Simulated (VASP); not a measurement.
Wanted: the native input for a VASP 6.6.1 run.

- Task: single point
- Functional: PBE
- Potentials or basis: VASP PAW PBE potentials, release 64 (Pt, S)
- Cutoff: 500 eV
- k mesh: 6 × 6 × 4
- Occupations: gaussian, width 0.1 eV
- Spin: collinear spin, ferromagnetic start
- Starting moments: [1.0, 1.0, 1.0, 0.0, 0.0] μB
- Dipole correction: no
- Further INCAR settings: ALGO = Normal; EDIFF = 1e-06; NBANDS = 33

The structure of Pt3S2 lies in POSCAR:

```
Pt3S2
1.0
    3.9928182475      0.0000000000      0.0000000000
   -1.9964091238      3.4578820350      0.0000000000
    0.0000000000      0.0000000000      6.2121766135
Pt S
3 2
Direct
    0.0000000000      0.0000000000      0.0000000000
    0.3333333333      0.6666666667      0.6450000000
    0.6666666667      0.3333333333      0.3550000000
    0.3333333333      0.6666666667      0.2450000000
    0.6666666667      0.3333333333      0.7550000000
```

The input as run:

INCAR

```
SYSTEM = Pt3S2
PREC     = Accurate       ! precision mode
ENCUT    = 500            ! plane-wave cutoff, eV
EDIFF    = 1E-6           ! SCF threshold, eV
ISMEAR   = 0              ! smearing method
SIGMA    = 0.1            ! smearing width, eV
LREAL    = .FALSE.        ! projectors in reciprocal space
LASPH    = .TRUE.         ! aspherical terms in the spheres
NELM     = 200            ! most SCF steps
ALGO     = Normal         ! electronic algorithm
ISIF     = 2              ! what is computed and relaxed
LWAVE    = .FALSE.        ! write WAVECAR
LCHARG   = .FALSE.        ! write CHGCAR
ISPIN    = 2              ! spin polarisation
MAGMOM   = 1 1 1 0 0      ! initial moments
LORBIT   = 11             ! projections on sites
LMAXMIX  = 4              ! l up to which the mixer works
GGA      = PE             ! functional
NBANDS   = 33             ! bands
GGA_COMPAT= .FALSE.
```

KPOINTS

```
regular mesh
0
G
  6 6 4
  0 0 0
```

Potentials or basis: VASP PAW PBE potentials, release 64 (Pt, S).

Launch:

```bash
$ cat potpaw_PBE.64/Pt/POTCAR potpaw_PBE.64/S/POTCAR > POTCAR
$ mpirun -np 1 vasp_std > vasp.out
```

It gave:

```yaml
Pressure: 0.7 GPa
Largest_force: 0.642 eV/Å
Band_gap_on_the_k_mesh: zero (filled and empty bands overlap)
Net_moment: 0.00 μB per cell
Valence_electrons_inside_the_program's_atomic_spheres: Pt 8.97, 9.31; S 3.50
```

Caveat: spin-orbit coupling is left out, which moves the levels of the heavy elements.

Wall time 120 s on 1 thread of Intel(R) Xeon(R) Platinum 8488C (Sapphire Rapids), on a shared host, peak memory 0.28 GiB.
